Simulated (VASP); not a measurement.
# Si62B (a cell with a defect) in VASP: further runs

Runs on Si62B (a cell with a defect). Level: PBE. Tasks: single point.

All numbers are computed with VASP 6.6.1; they aren't measurements. Logs are shortened: lines on timing, memory, paths and dates and some standing lists are left out, and cuts for length are marked.

## (1) The cell of the first run

The cell holds a defect, 63 atoms: a = 10.860 Å, b = 10.860 Å, c = 10.860 Å, α = 90.00°, β = 90.00°, γ = 90.00°.

## (2) Single point, PBE

INCAR reads:

```
SYSTEM = Si62B
PREC = Accurate
ENCUT = 520
EDIFF = 1E-6
ISMEAR = 0
SIGMA = 0.02
LREAL = Auto
LASPH = .TRUE.
NELM = 60
ALGO = Normal
ISIF = 2
LWAVE = .FALSE.
LCHARG = .FALSE.
GGA = PE
NELECT = 252.0
NBANDS = 162
```

KPOINTS reads:

```
Automatic mesh
0
G
  1 1 1
  0 0 0
```

POSCAR reads:

```
Si62B
1.0
   10.8600000000      0.0000000000      0.0000000000
    0.0000000000     10.8600000000      0.0000000000
    0.0000000000      0.0000000000     10.8600000000
Si B
62 1
Direct
    0.5006590239     -0.0011355433     -0.0011765193
    0.6269367403      0.1223613260      0.1246630755
    0.7466457643      0.2500795580     -0.0016458564
    0.8744797422      0.3740383057      0.1231144567
    0.7500254144     -0.0039300184      0.2521037753
    0.8748081952      0.1260631676      0.3743545120
    0.0018767035      0.0065933702     -0.0001263352
    0.1315232965      0.1330109576      0.1240020258
    0.2685745856      0.2610277164      0.0049808471
    0.6205763352      0.6248157459      0.1163236648
    0.7499359116      0.7509933702     -0.0016219153
    0.8783516575      0.8755662063      0.1253649171
    0.2505520258      0.0033558932      0.2497938306
    0.3757357274      0.1350725599      0.3676819521
    0.4966338858      0.2608014733      0.2313528545
    0.6219492634      0.3759990792      0.3693420810
    0.7461115101      0.5008085635      0.2431675875
    0.8724199816      0.6276665746      0.3719953039
    0.4979590239      0.0058421731      0.4944096685
    0.6263123389      0.1273956722      0.6235180479
    0.7493194291      0.2534693370      0.4974388582
    0.8714154696      0.3774944751      0.6294588398
    0.7518285451      0.0018966851      0.7479493554
    0.8762983425      0.1296509208      0.8720775322
    0.0011002762      0.4999515654      0.0001092081
    0.1320393186      0.6183506446      0.1261895948
    0.2485929098      0.7514496317      0.0012246777
    0.3744920810      0.8762352670      0.1254544199
    0.0011943831      0.2517386740      0.2495525783
    0.1264647330      0.3781920810      0.3726112339
    0.2668013812      0.4805990792      0.2322152855
    0.3727286372      0.6180258748      0.3676840700
    0.4974857274      0.7463532228      0.2460595764
    0.6222046961      0.8720744936      0.3757631676
   -0.0005084715      0.0008076427      0.4999131676
    0.1261785451      0.1261032228      0.6243674954
    0.2501373849      0.2533201657      0.4987323204
    0.3775082873      0.3749767956      0.6265543278
    0.4992560773      0.4998616943      0.4983646409
    0.6242814917      0.6209662063      0.6280506446
    0.7474451197      0.7479482505      0.5014666667
    0.8749984346      0.8738587477      0.6245184162
    0.2477457643     -0.0030476059      0.7494560773
    0.3750374770      0.1235249540      0.8735252302
    0.5013487109      0.2507005525      0.7535693370
    0.6018825967      0.3814179558      0.8995762431
    0.7367345304      0.4921361878      0.7621892265
    0.8712711786      0.6211482505      0.8746489871
    0.0042566298      0.7478623389      0.2481709024
    0.1253493554      0.8765416206      0.3744319521
   -0.0021272560      0.5021504604      0.5002429098
    0.1269096685      0.6260217311      0.6265146409
    0.2505128913      0.7478005525      0.4955277164
    0.3744767956      0.8767407919      0.6199126151
    0.0044655617      0.2543094843      0.7500049724
    0.1322614180      0.3766303867      0.8789586556
    0.2558758748      0.5024088398      0.7531283610
    0.3770766114      0.6358204420      0.8744889503
    0.5012242173      0.7540322284      0.7464949355
    0.6269798343      0.8769186004      0.8727711786
   -0.0024000000      0.7475465009      0.7507260589
    0.1209729282      0.8742413444      0.8763924494
    0.3699036832      0.3509259669      0.1319280847
```

Potentials or basis: VASP PAW PBE potentials, release 64 (Si, B).

Launch:

```sh
cat potpaw_PBE.64/Si/POTCAR potpaw_PBE.64/B/POTCAR > POTCAR
mpirun -np 1 vasp_gam > vasp.out
```

OUTCAR:

```text
SYSTEM = Si62B
   PREC = Accurate
   ENCUT = 520
   EDIFF = 1E-6
   ISMEAR = 0
   LREAL = Auto
   LASPH = .TRUE.
   NELM = 60
   ISIF = 2
   GGA = PE
   NELECT = 252.0

 ion  position               nearest neighbor table
   1  0.501  0.999  0.999-  60 2.35  28 2.35  44 2.35   2 2.36
   2  0.627  0.122  0.125-   3 2.34   1 2.36   5 2.36  15 2.37
   3  0.747  0.250  0.998-   2 2.34  24 2.36   4 2.36  46 2.38
   4  0.874  0.374  0.123-  17 2.35  29 2.35  25 2.35   3 2.36
   5  0.750  0.996  0.252-  34 2.35  12 2.36   2 2.36   6 2.36
   6  0.875  0.126  0.374-  35 2.35  21 2.36  29 2.36   5 2.36
   7  0.002  0.007  1.000-  62 2.35  24 2.36  12 2.38   8 2.38
   8  0.132  0.133  0.124-  13 2.35  29 2.35   7 2.38   9 2.41
   9  0.269  0.261  0.005-  63 2.02  44 2.37  56 2.38   8 2.41
  10  0.621  0.625  0.116-  11 2.34  33 2.35  17 2.36
  11  0.750  0.751  0.998-  10 2.34  60 2.35  48 2.35  12 2.38
  12  0.878  0.876  0.125-   5 2.36  49 2.36  11 2.38   7 2.38
  13  0.251  0.003  0.250-   8 2.35  14 2.35  28 2.35  50 2.36
  14  0.376  0.135  0.368-  13 2.35  37 2.35  19 2.37  15 2.40
  15  0.497  0.261  0.231-  63 2.00   2 2.37  16 2.38  14 2.40
  16  0.622  0.376  0.369-  17 2.35  39 2.36  21 2.37  15 2.38
[... 27 lines left out ...]
  44  0.375  0.124  0.874-  45 2.34   1 2.35   9 2.37  43 2.37
  45  0.501  0.251  0.754-  44 2.34  38 2.35  20 2.37  46 2.39
  46  0.602  0.381  0.900-   3 2.38  45 2.39  47 2.41
  47  0.737  0.492  0.762-  40 2.36  48 2.36  22 2.40  46 2.41
  48  0.871  0.621  0.875-  11 2.35  25 2.36  61 2.36  47 2.36
  49  0.004  0.748  0.248-  18 2.36  50 2.36  12 2.36  26 2.38
  50  0.125  0.877  0.374-  53 2.35  35 2.36  49 2.36  13 2.36
  51  0.998  0.502  0.500-  52 2.38  18 2.38  30 2.38  22 2.38
  52  0.127  0.626  0.627-  61 2.35  53 2.36  51 2.38  57 2.38
  53  0.251  0.748  0.496-  50 2.35  52 2.36  54 2.37  32 2.38
  54  0.374  0.877  0.620-  59 2.36  43 2.36  53 2.37  19 2.37
  55  0.004  0.254  0.750-  24 2.35  36 2.36  22 2.36  56 2.38
  56  0.132  0.377  0.879-  57 2.35  25 2.36   9 2.38  55 2.38
  57  0.256  0.502  0.753-  56 2.35  38 2.36  58 2.36  52 2.38
  58  0.377  0.636  0.874-  59 2.32  27 2.33  57 2.36
  59  0.501  0.754  0.746-  58 2.32  60 2.35  40 2.35  54 2.36
  60  0.627  0.877  0.873-   1 2.35  11 2.35  23 2.35  59 2.35
  61  0.998  0.748  0.751-  42 2.35  52 2.35  62 2.36  48 2.36
  62  0.121  0.874  0.876-  27 2.35   7 2.35  61 2.36  43 2.36
  63  0.370  0.351  0.132-  15 2.00   9 2.02  31 2.10

  LATTYP: Found a simple cubic cell.
 ALAT       =    10.8600000000

  Lattice vectors:

 A1 = (  10.8600000000,   0.0000000000,   0.0000000000)
 A2 = (   0.0000000000,  10.8600000000,   0.0000000000)
 A3 = (   0.0000000000,   0.0000000000,  10.8600000000)

Analysis of symmetry for initial positions (statically):
=====================================================================
 Subroutine PRICEL returns:
 Original cell was already a primitive cell.

 Routine SETGRP: Setting up the symmetry group for a
 simple cubic supercell.

 Subroutine GETGRP returns: Found  1 space group operations
 (whereof  1 operations were pure point group operations)
 out of a pool of 48 trial point group operations.

The static configuration has the point symmetry C_1 .

Analysis of symmetry for dynamics (positions and initial velocities):
=====================================================================
 Subroutine PRICEL returns:
 Original cell was already a primitive cell.

 Routine SETGRP: Setting up the symmetry group for a
 simple cubic supercell.

 Subroutine GETGRP returns: Found  1 space group operations
 (whereof  1 operations were pure point group operations)
 out of a pool of 48 trial point group operations.

The dynamic configuration has the point symmetry C_1 .

 Subroutine INISYM returns: Found  1 space group operations
 (whereof  1 operations are pure point group operations),
 and found     1 'primitive' translations

----------------------------------------------------------------------------------------

[... 42 lines left out ...]
   PSTRESS=    0.0 pullay stress
   NELECT =     252.0000    total number of electrons
   NUPDOWN=      -1.0000    fix difference up-down
   EMIN   =  10.00;   EMAX   =-10.00  energy-range for DOS
   EFERMI =   0.00;   METHOD = LEGACY
   ISMEAR =     0;   SIGMA  =   0.02  broadening in eV -4-tet -1-fermi 0-gaus
   EFERMI_NEDOS =   21; number of points for ismear=-14 and -15
   IALGO  =     38    algorithm
   IMIX   =      4    mixing-type and parameters
     AMIX     =   0.40;   BMIX     =  1.00
     AMIX_MAG =   1.60;   BMIX_MAG =  1.00
  volume/ion in A,a.u.               =      20.33       137.20
  Fermi-wavevector in a.u.,A,eV,Ry     =   0.952164  1.799329 12.335269  0.906617
  Thomas-Fermi vector in A             =   2.080702
   LORBIT       =      0    0 simple, 1 ext, 2 COOP (PROOUT), +10 PAW based schemes
   GGA     = PE    functional components
   LHFCALC =     F    Hartree Fock is set to
   AEXX    =    0.0000 exact exchange contribution
   IVDW    =     0    specifies the selected vdW correction
   LEPSILON=     F    determine dielectric tensor
   LRPA    =     F    only Hartree local field effects (RPA)
 non-spin polarized calculation
 Gauss-broadening in eV      SIGMA  =   0.02
  energy-cutoff  :      520.00
  volume of cell :     1280.82
 maximum number of plane-waves:     17229
 NGX is ok and might be reduce to    84
   NGX = 41   NGY = 41   NGZ = 41

 number of electron     251.9999996 magnetization

 Free energy of the ion-electron system (eV)
  ---------------------------------------------------
  ext. energy  EPLUGINS =         0.00000000
  ---------------------------------------------------
  free energy    TOTEN  =      -326.76910271 eV

  energy without entropy =     -326.75454400  energy(sigma->0) =     -326.76182336

 E-fermi :   6.2031     XC(G=0):  -9.3274

 val. band max:        6.1898530592   @ k =   0.0000   0.0000   0.0000
 cond. band min:       6.2163354961   @ k =   0.0000   0.0000   0.0000
 fundamental gap:      0.0264824369
 Fermi energy:         6.2030942777

 k-point     1 :       0.0000    0.0000    0.0000
  band No.  band energies     occupation
      1      -6.2748      2.00000
      2      -5.2476      2.00000
      3      -5.2226      2.00000
      4      -5.2194      2.00000
      5      -5.2108      2.00000
      6      -5.1923      2.00000
[... 130 lines left out ...]
    137       6.8388      0.00000
    138       6.8825      0.00000
 [bands above 138 left out]

------------------------ aborting loop because EDIFF is reached ----------------------------------------

  FORCE on cell =-STRESS in cart. coord.  units (eV):
  Direction    XX          YY          ZZ          XY          YZ          ZX
  --------------------------------------------------------------------------------------
  -------------------------------------------------------------------------------------
  Total       16.1054220     20.7907773     15.2546294     -1.5529150     -4.1861477     -1.5821200
  in kB       20.1462034     26.0070943     19.0819506     -1.9425347     -5.2364342     -1.9790671
  external PRESSURE =      21.7450828 kB  Pullay stress =       0.0000000 kB

 VOLUME and BASIS-vectors are now :
 -----------------------------------------------------------------------------
  energy-cutoff  :      520.00
  volume of cell :     1280.82
      direct lattice vectors                 reciprocal lattice vectors
    10.860000000  0.000000000  0.000000000     0.092081031  0.000000000  0.000000000
     0.000000000 10.860000000  0.000000000     0.000000000  0.092081031  0.000000000
     0.000000000  0.000000000 10.860000000     0.000000000  0.000000000  0.092081031

 POSITION                                       TOTAL-FORCE (eV/Angst)
 -----------------------------------------------------------------------------------
      5.43716     10.84767     10.84722        -0.004743      0.003098     -0.000389
      6.80853      1.32884      1.35384        -0.045576      0.044106     -0.026720
      8.10857      2.71586     10.84213        -0.027788      0.040780     -0.030176
      9.49685      4.06206      1.33702         0.012414     -0.007136     -0.015026
      8.14528     10.81732      2.73785        -0.010301      0.021532     -0.039266
      9.50042      1.36905      4.06549        -0.010964      0.000602     -0.013115
[... 55 lines left out ...]
      1.31377      9.49426      9.51762         0.007887      0.015017     -0.005108
      4.01715      3.81106      1.43274        -0.736528      0.138276      0.714368
 -----------------------------------------------------------------------------------
    total drift:                               -0.002847     -0.004210      0.002366

  FREE ENERGIE OF THE ION-ELECTRON SYSTEM (eV)
  ---------------------------------------------------
  free  energy   TOTEN  =      -326.7691027136 eV

  energy  without entropy=     -326.7545439977  energy(sigma->0) =     -326.76182336
```

Wall time 7.3 min (1 thread of Intel Xeon Platinum 8488C (Sapphire Rapids), shared host); peak memory 1 GiB.

Results:

| Property | Result |
| --- | --- |
| Free energy | -326.7691 eV |
| Largest force | 1.035 eV/Å |

Forces in eV/Å, atoms in the order of the input:
```
Si  -0.005  0.003  0.000
Si  -0.046  0.044 -0.027
Si  -0.028  0.041 -0.030
Si   0.012 -0.007 -0.015
Si  -0.010  0.022 -0.039
Si  -0.011  0.001 -0.013
Si  -0.027 -0.021 -0.026
Si  -0.054 -0.078  0.000
Si  -0.104 -0.046  0.011
Si   0.060  0.012  0.031
Si   0.019  0.003 -0.020
Si   0.005 -0.021 -0.013
Si   0.009 -0.026 -0.002
Si  -0.010 -0.065  0.055
Si  -0.030 -0.023  0.085
Si  -0.007  0.000  0.011
Si   0.029 -0.024  0.015
Si   0.001 -0.005 -0.001
Si   0.015 -0.025  0.019
Si  -0.014 -0.017  0.009
Si  -0.013 -0.016 -0.007
Si   0.083 -0.021 -0.085
Si   0.001 -0.005 -0.003
Si  -0.025  0.003  0.010
Si  -0.003  0.007 -0.015
Si   0.024 -0.018 -0.037
Si  -0.012  0.019 -0.013
Si   0.010 -0.015 -0.010
Si   0.001 -0.019 -0.014
Si   0.040 -0.031 -0.038
Si   0.087 -0.025 -0.064
Si   0.044 -0.004 -0.014
Si   0.023  0.006 -0.008
Si   0.007  0.016 -0.015
Si   0.003  0.003 -0.011
Si   0.012 -0.020  0.007
Si   0.010 -0.010  0.013
Si   0.018  0.001 -0.003
Si   0.013  0.009  0.007
Si   0.021  0.015 -0.022
Si   0.003  0.018 -0.015
Si   0.013 -0.001 -0.007
Si   0.043  0.004  0.010
Si   0.029  0.037  0.029
Si   0.039  0.041  0.023
Si   0.194  0.167 -0.191
Si   0.127  0.016 -0.124
Si   0.032  0.021 -0.021
Si   0.019 -0.026  0.001
Si  -0.002 -0.010  0.003
Si   0.056  0.010 -0.059
Si   0.008 -0.017 -0.001
Si  -0.002 -0.022 -0.004
Si   0.024 -0.032  0.007
Si   0.007 -0.025 -0.001
Si  -0.023 -0.002 -0.013
Si  -0.005 -0.016 -0.014
Si  -0.034  0.019 -0.035
Si   0.025 -0.009 -0.005
Si  -0.001  0.003 -0.004
Si   0.029  0.008 -0.014
Si   0.008  0.015 -0.005
B   -0.737  0.138  0.714
```

Caveat: the k points lie up to 0.58 Å⁻¹ apart; the cell carries a net charge on a neutralising background, which shifts energy and pressure; the cell is charged against a uniform background, so pressure and absolute levels hang on convention.

## (3) Single point, PBE

INCAR reads:

```
SYSTEM = Si62B
PREC     = Accurate       ! precision mode
ENCUT    = 520            ! plane-wave cutoff, eV
EDIFF    = 1E-6           ! SCF threshold, eV
ISMEAR   = 0              ! smearing method
SIGMA    = 0.02           ! smearing width, eV
LREAL    = Auto         
LASPH    = .TRUE.         ! aspherical terms in the spheres
NELM     = 100            ! most SCF steps
ALGO     = Normal         ! electronic algorithm
ISIF     = 2              ! what is computed and relaxed
LWAVE    = .FALSE.        ! write WAVECAR
LCHARG   = .FALSE.        ! write CHGCAR
GGA      = PE             ! functional
NBANDS   = 162            ! bands
NELECT   = 252.0
```

KPOINTS is that of step 2.

POSCAR reads:

```
Si62B
1.0
   10.8600000000      0.0000000000      0.0000000000
    0.0000000000     10.8600000000      0.0000000000
    0.0000000000      0.0000000000     10.8600000000
Si B
62 1
Direct
    0.5013809392     -0.0010278085     -0.0011384899
    0.6315456722      0.1186953959      0.1265374770
    0.7495242173      0.2462316759      0.0005739411
    0.8733895028      0.3750951197      0.1241033149
    0.7511778085     -0.0055847145      0.2558782689
    0.8762053407      0.1263045120      0.3749986188
    0.0055976059      0.0085654696      0.0021910681
    0.1368571823      0.1410578269      0.1236238490
    0.2781502762      0.2646964088      0.0031409761
    0.6139516575      0.6249279006      0.1123476059
    0.7493775322      0.7514872007      0.0007485267
    0.8784690608      0.8780292818      0.1258859116
    0.2501500921      0.0066949355      0.2496744015
    0.3766669429      0.1411025783      0.3622873849
    0.5008881215      0.2631133517      0.2239125230
    0.6229704420      0.3764557090      0.3675364641
    0.7441895028      0.5033837017      0.2417645488
    0.8726997238      0.6279996317      0.3720153775
    0.4978949355      0.0086359116      0.4927336096
    0.6275337017      0.1291572744      0.6216609576
    0.7511162063      0.2552464088      0.4977372928
    0.8636494475      0.3803475138      0.6370463168
    0.7520151013      0.0029893186      0.7478753223
    0.8790872007      0.1293128913      0.8712110497
    0.0016003683      0.4995186004      0.0015013812
    0.1297090239      0.6205310313      0.1286245856
    0.2501733886      0.7501037753      0.0027379374
    0.3735276243      0.8785038674      0.1261215470
    0.0011880295      0.2537940147      0.2507653775
    0.1227896869      0.3810826888      0.3760766114
    0.2580752302      0.4836577348      0.2391118785
    0.3697805709      0.6185010129      0.3687822284
    0.4958479742      0.7467162063      0.2471757827
    0.6215180479      0.8706580110      0.3770068140
   -0.0003077348      0.0006642726      0.5009169429
    0.1252607735      0.1283760589      0.6231003683
    0.2497197053      0.2548561694      0.4975316759
    0.3757803867      0.3754918969      0.6264807551
    0.4981767035      0.4991619705      0.4977447514
    0.6224005525      0.6201173112      0.6296160221
    0.7475937385      0.7464468692      0.5029918048
    0.8740946593      0.8742728361      0.6247175875
    0.2438516575     -0.0032876611      0.7483969613
    0.3729698895      0.1197500921      0.8704149171
    0.4986204420      0.2468250460      0.7516143646
    0.5844502762      0.3645900552      0.9165593002
    0.7246827808      0.4909667587      0.7741971455
    0.8690444751      0.6194872007      0.8768330571
    0.0030853591      0.7505697053      0.2481561694
    0.1256553407      0.8782903315      0.3736946593
   -0.0068614180      0.5010934622      0.5058873849
    0.1259901473      0.6287595764      0.6260611418
    0.2511639963      0.7499037753      0.4955672192
    0.3722072744      0.8804227440      0.6186702578
    0.0042608656      0.2567891344      0.7501075506
    0.1345549724      0.3772709945      0.8794532228
    0.2569393186      0.5041002762      0.7544228361
    0.3822293738      0.6328290976      0.8789224678
    0.4994243094      0.7555853591      0.7465204420
    0.6274967772      0.8770433702      0.8724741252
   -0.0048110497      0.7467671271      0.7519118785
    0.1207832413      0.8730137201      0.8764304788
    0.4403154696      0.3393238490      0.0633651013
```

Potentials or basis: VASP PAW PBE potentials, release 64 (Si, B).

Launch:

```sh
cat potpaw_PBE.64/Si/POTCAR potpaw_PBE.64/B/POTCAR > POTCAR
mpirun -np 1 vasp_gam > vasp.out
```

It took 5 min on 1 thread of Intel Xeon Platinum 8488C (Sapphire Rapids), shared host; peak memory 1 GiB.

Results (log left out):

- Free energy: -325.6855 eV
- Largest force: 0.152 eV/Å

Forces in eV/Å, atoms in the order of the input:
```
Si  -0.002 -0.001 -0.004
Si  -0.009 -0.007 -0.021
Si  -0.022  0.011  0.002
Si  -0.003  0.008 -0.005
Si  -0.003  0.014  0.005
Si   0.003  0.014  0.001
Si   0.001  0.000 -0.011
Si  -0.011 -0.004  0.011
Si  -0.030 -0.045 -0.031
Si   0.063  0.103  0.007
Si   0.041  0.044 -0.014
Si   0.021  0.018  0.012
Si  -0.005  0.003  0.002
Si  -0.020 -0.013  0.018
Si  -0.027 -0.016  0.026
Si  -0.012  0.005 -0.022
Si  -0.006  0.004 -0.005
Si   0.013  0.008  0.009
Si   0.012 -0.004  0.015
Si  -0.002  0.015 -0.009
Si  -0.005  0.014 -0.014
Si  -0.008  0.016  0.000
Si  -0.001  0.015 -0.003
Si  -0.002  0.012  0.009
Si   0.006 -0.007  0.004
Si   0.011 -0.011  0.010
Si   0.004 -0.002  0.006
Si  -0.002  0.005  0.000
Si  -0.001  0.012  0.007
Si   0.014  0.017 -0.012
Si   0.028 -0.027 -0.002
Si   0.006  0.001 -0.003
Si   0.004  0.024  0.012
Si   0.006  0.012  0.007
Si  -0.004 -0.008 -0.003
Si  -0.008  0.001 -0.005
Si  -0.010  0.004  0.008
Si   0.003  0.005  0.002
Si  -0.003 -0.004 -0.006
Si   0.003  0.001 -0.009
Si   0.002  0.000  0.004
Si  -0.002  0.005  0.002
Si  -0.009 -0.010 -0.003
Si   0.017 -0.032 -0.018
Si  -0.003  0.002  0.013
Si  -0.036 -0.012  0.024
Si  -0.007 -0.003  0.014
Si   0.016 -0.002  0.001
Si   0.012 -0.005 -0.009
Si  -0.002 -0.003  0.002
Si   0.010 -0.023 -0.008
Si   0.008  0.009 -0.003
Si   0.017 -0.001 -0.011
Si  -0.005 -0.014  0.003
Si  -0.014 -0.001 -0.003
Si  -0.001 -0.004 -0.015
Si   0.005 -0.013  0.006
Si   0.023 -0.015  0.023
Si   0.013 -0.003  0.008
Si   0.009  0.006 -0.011
Si   0.002 -0.001  0.000
Si   0.007 -0.008  0.002
B   -0.103 -0.110 -0.015
```

Levels at points of the mesh, in eV from the Fermi level:
```tsv
k point	band 122	band 123	band 124	band 125	band 126	band 127	band 128	band 129	band 130	band 131
(0.00, 0.00, 0.00)	-0.88	-0.86	-0.60	-0.39	-0.06	0.06	0.14	0.43	0.47	0.50
```

Caveat: the k points lie up to 0.58 Å⁻¹ apart; the cell carries a net charge on a neutralising background, which shifts energy and pressure; the cell is charged against a uniform background, so pressure and absolute levels hang on convention.
